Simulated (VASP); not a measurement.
Set up this calculation in VASP 6.6.1, as the native input.

```yaml
Task: single point
Functional: PBE
Potentials_or_basis: VASP PAW PBE potentials, release 64 (Cd, Te, I)
Cutoff: 520 eV
k_mesh: 10 × 10 × 4
Occupations: gaussian, width 0.1 eV
Spin: no spin polarisation
Dipole_correction: no
Further_INCAR_settings: ALGO = Normal; EDIFF = 1e-06; NBANDS = 30
```

The structure of Cd2TeI2 lies in POSCAR:

```
Cd2TeI2
1.0
    4.0155052046      0.0000000000      0.0000000000
    0.0000000000      4.0155052046      0.0000000000
    0.0000000000      0.0000000000     13.1468336019
Cd Te I
2 1 2
Direct
    0.5000000000      0.5000000000      0.0000000000
    0.5000000000      0.5000000000      0.5000000000
    0.0000000000      0.0000000000      0.0000000000
    0.0000000000      0.0000000000      0.3614378772
    0.0000000000      0.0000000000      0.6385621228
```

One way to write it, as run:

INCAR

```
SYSTEM = Cd2TeI2
PREC = Accurate
ENCUT = 520
EDIFF = 1E-6
ISMEAR = 0
SIGMA = 0.1
LREAL = .FALSE.
LASPH = .TRUE.
NELM = 80
ALGO = Normal
ISIF = 2
LWAVE = .FALSE.
LCHARG = .TRUE.
GGA = PE
LELF = .TRUE.
LVHAR = .TRUE.
NBANDS = 30
```

KPOINTS

```
regular mesh
0
G
  10 10 4
  0 0 0
```

Potentials or basis: VASP PAW PBE potentials, release 64 (Cd, Te, I).

Run with:

```console
$ cat potpaw_PBE.64/Cd/POTCAR potpaw_PBE.64/Te/POTCAR potpaw_PBE.64/I/POTCAR > POTCAR
$ mpirun -np 1 vasp_std > vasp.out
```

Results of the run:

* Pressure: 0.1 GPa
* Largest force: 0.008 eV/Å
* Band gap on the k mesh: zero (band 22 reaches 1.87 eV, above the bottom of band 23 at 0.57 eV)

Caveat: spin-orbit coupling is left out, which moves the levels of the heavy elements; this functional lacks dispersion, which binds the layers, so the pressure and a relaxed spacing across them are unreliable.

Wall time 5.5 min on 1 thread of Oxide Virtual Turin-like Processor (shared host), peak memory 0.51 GiB.
